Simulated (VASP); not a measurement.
# TiAl3 (Pmm2) in VASP: notebook

TiAl3 is run at these levels: PBEsol; tasks: single point.

Everything below comes from runs of VASP 6.6.1. Logs are shortened: lines on timing, memory, paths and dates and some standing lists are left out, and cuts for length are marked.

## (1) The cell of the first run

Symmetry: Pmm2, No. 25, orthorhombic system. The conventional cell has a = 2.781 Å, b = 4.671 Å, c = 4.894 Å, α = 90.00°, β = 90.00°, γ = 90.00°. Ti (site symmetry mm2) has 2 Ti at 2.78 Å and 10 Al at 2.81 to 2.84 Å within 3.7 Å. Al (site symmetry mm2) has 8 Al at 2.78 to 2.85 Å and 4 Ti at 2.81 to 2.82 Å within 3.7 Å. Al (site symmetry mm2) has 8 Al at 2.78 to 2.84 Å and 4 Ti at 2.84 Å within 3.7 Å. Al (site symmetry mm2) has 10 Al at 2.78 to 2.85 Å and 2 Ti at 2.82 Å within 3.7 Å.

## (2) Single point, PBEsol

Input file INCAR:

```
SYSTEM = TiAl3
ALGO     = Fast           ! electronic algorithm
EDIFF    = 1E-6           ! SCF threshold, eV
ENCUT    = 520            ! plane-wave cutoff, eV
GGA      = PS             ! functional
ISIF     = 2              ! what is computed and relaxed
ISMEAR   = 0              ! smearing method
LASPH    = .TRUE.         ! aspherical terms in the spheres
LCHARG   = .FALSE.        ! write CHGCAR
LREAL    = .FALSE.        ! projectors in reciprocal space
LWAVE    = .FALSE.        ! write WAVECAR
NBANDS   = 18             ! bands
NELM     = 80             ! most SCF steps
PREC     = Accurate       ! precision mode
SIGMA    = 0.1            ! smearing width, eV
```

Input file KPOINTS:

```
k-points
0
G
  14 10 10
  0 0 0
```

Input file POSCAR:

```
TiAl3
1.0
    2.7813269490      0.0000000000      0.0000000000
    0.0000000000      4.6709379284      0.0000000000
    0.0000000000      0.0000000000      4.8935500796
Ti Al
1 3
Direct
    0.0000000000      0.5000000000      0.1631748200
    0.5000000000      0.5000000000      0.6640453467
    0.5000000000      0.0000000000      0.3331170417
    0.0000000000      0.0000000000      0.8396617916
```

Potentials or basis: VASP PAW PBE potentials, release 64 (Ti_sv, Al).

Started as:

```
$ cat potpaw_PBE.64/Ti_sv/POTCAR potpaw_PBE.64/Al/POTCAR > POTCAR
$ mpirun -np 1 vasp_std > vasp.out
```

OUTCAR:

```text
SYSTEM = TiAl3
   EDIFF = 1E-6
   ENCUT = 520
   GGA = PS
   ISIF = 2
   ISMEAR = 0
   LASPH = .TRUE.
   LREAL = .FALSE.
   NELM = 80
   PREC = Accurate

 ion  position               nearest neighbor table
   1  0.000  0.500  0.163-   2 2.81   2 2.81   2 2.82   2 2.82   4 2.82   4 2.82   3 2.84   3 2.84
                             3 2.84   3 2.84
   2  0.500  0.500  0.664-   1 2.81   1 2.81   1 2.82   1 2.82   3 2.84   3 2.84   4 2.85   4 2.85
                             4 2.85   4 2.85
   3  0.500  0.000  0.333-   4 2.79   4 2.79   2 2.84   2 2.84   4 2.84   4 2.84   1 2.84   1 2.84
                             1 2.84   1 2.84
   4  0.000  0.000  0.840-   3 2.79   3 2.79   1 2.82   1 2.82   3 2.84   3 2.84   2 2.85   2 2.85
                             2 2.85   2 2.85

  LATTYP: Found a simple orthorhombic cell.
 ALAT       =     2.7813269490
 B/A-ratio  =     1.6793918924
 C/A-ratio  =     1.7594300021

  Lattice vectors:

 A1 = (   2.7813269490,   0.0000000000,   0.0000000000)
 A2 = (   0.0000000000,   4.6709379284,   0.0000000000)
 A3 = (   0.0000000000,   0.0000000000,   4.8935500796)

Analysis of symmetry for initial positions (statically):
=====================================================================
 Subroutine PRICEL returns:
 Original cell was already a primitive cell.

 Routine SETGRP: Setting up the symmetry group for a
 simple orthorhombic supercell.

 Subroutine GETGRP returns: Found  4 space group operations
 (whereof  4 operations were pure point group operations)
 out of a pool of  8 trial point group operations.

The static configuration has the point symmetry C_2v.

Analysis of symmetry for dynamics (positions and initial velocities):
=====================================================================
 Subroutine PRICEL returns:
 Original cell was already a primitive cell.

 Routine SETGRP: Setting up the symmetry group for a
 simple orthorhombic supercell.

 Subroutine GETGRP returns: Found  4 space group operations
 (whereof  4 operations were pure point group operations)
 out of a pool of  8 trial point group operations.

The dynamic configuration has the point symmetry C_2v.

 Subroutine INISYM returns: Found  4 space group operations
 (whereof  4 operations are pure point group operations),
 and found     1 'primitive' translations

----------------------------------------------------------------------------------------

                                     Primitive cell

  volume of cell :      63.5741

  direct lattice vectors                    reciprocal lattice vectors
     2.781326949  0.000000000  0.000000000     0.359540614  0.000000000  0.000000000
     0.000000000  4.670937928  0.000000000     0.000000000  0.214089764  0.000000000
     0.000000000  0.000000000  4.893550080     0.000000000  0.000000000  0.204350621

  length of vectors
     2.781326949  4.670937928  4.893550080     0.359540614  0.214089764  0.204350621

  position of ions in fractional coordinates (direct lattice)
     0.000000000  0.500000000  0.163174820
     0.500000000  0.500000000  0.664045347
     0.500000000  0.000000000  0.333117042
     0.000000000  0.000000000  0.839661792

  ion indices of the primitive-cell ions
   primitive index   ion index
                 1           1
                 2           2
                 3           3
                 4           4

----------------------------------------------------------------------------------------

 KPOINTS: k-points

Automatic generation of k-mesh.
 Grid dimensions read from file:
 generate k-points for:   14   10   10

 Generating k-lattice:

  Cartesian coordinates                     Fractional coordinates (reciprocal lattice)
     0.025681472  0.000000000  0.000000000     0.071428571  0.000000000  0.000000000
     0.000000000  0.021408976  0.000000000     0.000000000  0.100000000  0.000000000
     0.000000000  0.000000000  0.020435062     0.000000000  0.000000000  0.100000000

  Length of vectors
     0.025681472  0.021408976  0.020435062

  Shift w.r.t. Gamma in fractional coordinates (k-lattice)
     0.000000000  0.000000000  0.000000000

 Subroutine IBZKPT returns following result:
 ===========================================

 Found    288 irreducible k-points:

 Following reciprocal coordinates:
            Coordinates               Weight
  0.000000  0.000000  0.000000      1.000000
  0.071429  0.000000  0.000000      2.000000
  0.142857  0.000000  0.000000      2.000000
  0.214286  0.000000  0.000000      2.000000
  0.285714  0.000000  0.000000      2.000000
  0.357143  0.000000  0.000000      2.000000
[... 16 lines left out ...]
  0.428571  0.200000  0.000000      4.000000
  0.500000  0.200000  0.000000      2.000000
 [... further k-points ...]
   k-points           NKPTS =    288   k-points in BZ     NKDIM =    288   number of bands    NBANDS=     18
   number of dos      NEDOS =    301   number of ions     NIONS =      4
   total plane-waves  NPLWV =  31104
   dimension x,y,z NGX =    24 NGY =   36 NGZ =   36
   dimension x,y,z NGXF=    48 NGYF=   72 NGZF=   72
   ions per type =               1   3
   NGX,Y,Z   is equivalent  to a cutoff of  14.35, 12.81, 12.23 a.u.
   NGXF,Y,Z  is equivalent  to a cutoff of  28.69, 25.63, 24.46 a.u.
 SYSTEM =  TiAl3
   PREC   = accura    normal or accurate (medium, high low for compatibility)
   ISTART =      0    job   : 0-new  1-cont  2-samecut
   ICHARG =      2    charge: 1-file 2-atom 10-const
   ISPIN  =      1    spin polarized calculation?
   LNONCOLLINEAR =      F non collinear calculations
   LSORBIT =      F    spin-orbit coupling
   LASPH  =      T    aspherical Exc in radial PAW
   ENCUT  =  520.0 eV  38.22 Ry    6.18 a.u.   5.17  8.68  9.10*2*pi/ulx,y,z
   NELM   =     80;   NELMIN=  2; NELMDL= -5     # of ELM steps
   EDIFF  = 0.1E-05   stopping-criterion for ELM
   LREAL  =      F    real-space projection
   EDIFFG = 0.1E-04   stopping-criterion for IOM
   NSW    =      0    number of steps for IOM
   IBRION =     -1    ionic relax: 0-MD 1-quasi-New 2-CG
   NFREE  =      0    steps in history (QN), initial steepest desc. (CG)
   ISIF   =      2    stress and relaxation
   ISYM   =      2    0-nonsym 1-usesym 2-fastsym
   POTIM  = 0.5000    time-step for ionic-motion
   TEBEG  =    0.0;   TEEND  =   0.0 temperature during run
   PSTRESS=    0.0 pullay stress
   NELECT =      21.0000    total number of electrons
   NUPDOWN=      -1.0000    fix difference up-down
   EMIN   =  10.00;   EMAX   =-10.00  energy-range for DOS
   EFERMI =   0.00;   METHOD = LEGACY
   ISMEAR =     0;   SIGMA  =   0.10  broadening in eV -4-tet -1-fermi 0-gaus
   EFERMI_NEDOS =   21; number of points for ismear=-14 and -15
   IALGO  =     68    algorithm
   IMIX   =      4    mixing-type and parameters
     AMIX     =   0.40;   BMIX     =  1.00
     AMIX_MAG =   1.60;   BMIX_MAG =  1.00
  volume/ion in A,a.u.               =      15.89       107.25
  Fermi-wavevector in a.u.,A,eV,Ry     =   1.131674  2.138553 17.424781  1.280685
  Thomas-Fermi vector in A             =   2.268373
   LORBIT       =      0    0 simple, 1 ext, 2 COOP (PROOUT), +10 PAW based schemes
   GGA     = PS    functional components
   LHFCALC =     F    Hartree Fock is set to
   AEXX    =    0.0000 exact exchange contribution
   IVDW    =     0    specifies the selected vdW correction
   LEPSILON=     F    determine dielectric tensor
   LRPA    =     F    only Hartree local field effects (RPA)
 non-spin polarized calculation
 RMM-DIIS sequential band-by-band and
 Gauss-broadening in eV      SIGMA  =   0.10
  energy-cutoff  :      520.00
  volume of cell :       63.57
 maximum number of plane-waves:      1733
 NGX is ok and might be reduce to    24
   NGX = 11   NGY = 17   NGZ = 19

 number of electron      21.0000000 magnetization

 Free energy of the ion-electron system (eV)
  ---------------------------------------------------
  ext. energy  EPLUGINS =         0.00000000
  ---------------------------------------------------
  free energy    TOTEN  =       -21.60073800 eV

  energy without entropy =      -21.58811890  energy(sigma->0) =      -21.59442845

 E-fermi :   8.2136     XC(G=0): -10.8104

 val. band max:        8.2122787600   @ k =   0.1429   0.2000   0.3000
 cond. band min:       8.2193506319   @ k =   0.2143   0.3000   0.3000
 fundamental gap:      0.0070718719
 Fermi energy:         8.2136080678

 k-point     1 :       0.0000    0.0000    0.0000
  band No.  band energies     occupation
      1     -47.9810      2.00000
      2     -24.4126      2.00000
      3     -24.4122      2.00000
      4     -23.9979      2.00000
      5      -2.0274      2.00000
      6       3.0247      2.00000
[... 10 lines left out ...]
     17      14.2792      0.00000
     18      14.6203      0.00000

 k-point     2 :       0.0714    0.0000    0.0000
  band No.  band energies     occupation
      1     -47.9776      2.00000
      2     -24.4094      2.00000
      3     -24.4089      2.00000
      4     -24.0252      2.00000
      5      -1.9279      2.00000
      6       3.1141      2.00000
[... 10 lines left out ...]
     17      14.1238      0.00000
     18      14.5430      0.00000

 k-point     3 :       0.1429    0.0000    0.0000
  band No.  band energies     occupation
      1     -47.9681      2.00000
      2     -24.4004      2.00000
      3     -24.3997      2.00000
      4     -24.1013      2.00000
      5      -1.6308      2.00000
      6       3.3806      2.00000
[... 10 lines left out ...]
     17      12.7375      0.00000
     18      14.3107      0.00000

 k-point     4 :       0.2143    0.0000    0.0000
  band No.  band energies     occupation
      1     -47.9543      2.00000
      2     -24.3874      2.00000
      3     -24.3864      2.00000
      4     -24.2101      2.00000
      5      -1.1396      2.00000
      6       3.8179      2.00000
[... 375 lines left out ...]
      4     -24.3581      2.00000
      5       0.6433      2.00000
      6       4.2625      2.00000
[... 10 lines left out ...]
     17      12.1955      0.00000
     18      12.8613      0.00000

 k-point    23 :       0.4286    0.2000    0.0000
  band No.  band energies     occupation
      1     -47.9154      2.00000
      2     -24.5076      2.00000
      3     -24.3515      2.00000
      4     -24.3489      2.00000
      5       1.6667      2.00000
      6       4.1489      2.00000
[... 10 lines left out ...]
     17      12.2660      0.00000
     18      12.4710      0.00000

 k-point    24 :       0.5000    0.2000    0.0000
  band No.  band energies     occupation
      1     -47.9120      2.00000
      2     -24.5334      2.00000
      3     -24.3482      2.00000
      4     -24.3456      2.00000
      5       2.7842      2.00000
      6       2.9152      2.00000
[... 10 lines left out ...]
     17      12.3773      0.00000
     18      12.7212      0.00000

 [... further k-points ...]

------------------------ aborting loop because EDIFF is reached ----------------------------------------

  FORCE on cell =-STRESS in cart. coord.  units (eV):
  Direction    XX          YY          ZZ          XY          YZ          ZX
  --------------------------------------------------------------------------------------
  -------------------------------------------------------------------------------------
  Total        0.0164624      0.0214028      0.0132651      0.0000000      0.0000000      0.0000000
  in kB        0.4148816      0.5393865      0.3343046      0.0000000      0.0000000      0.0000000
  external PRESSURE =       0.4295243 kB  Pullay stress =       0.0000000 kB

 VOLUME and BASIS-vectors are now :
 -----------------------------------------------------------------------------
  energy-cutoff  :      520.00
  volume of cell :       63.57
      direct lattice vectors                 reciprocal lattice vectors
     2.781326949  0.000000000  0.000000000     0.359540614  0.000000000  0.000000000
     0.000000000  4.670937928  0.000000000     0.000000000  0.214089764  0.000000000
     0.000000000  0.000000000  4.893550080     0.000000000  0.000000000  0.204350621

 POSITION                                       TOTAL-FORCE (eV/Angst)
 -----------------------------------------------------------------------------------
      0.00000      2.33547      0.79850         0.000000      0.000000      0.000285
      1.39066      2.33547      3.24954         0.000000      0.000000      0.001099
      1.39066      0.00000      1.63012         0.000000      0.000000     -0.000391
      0.00000      0.00000      4.10893         0.000000      0.000000     -0.000993
 -----------------------------------------------------------------------------------
    total drift:                                0.000000      0.000000     -0.000048

  FREE ENERGIE OF THE ION-ELECTRON SYSTEM (eV)
  ---------------------------------------------------
  free  energy   TOTEN  =       -21.6007379954 eV

  energy  without entropy=      -21.5881188980  energy(sigma->0) =      -21.59442845
```

Wall time 6 min (1 thread of Intel Xeon Platinum 8488C (Sapphire Rapids), shared host); peak memory 0.41 GiB.

What came out:

* Free energy: -21.6007 eV
* Pressure: 0.0 GPa
* Band gap on the k mesh: zero (an odd number of electrons rules out a gap without spin polarisation)

Caveat: the PAW data sets were made with another functional, which shifts forces and pressure a little.

[end of part 1 of 2]
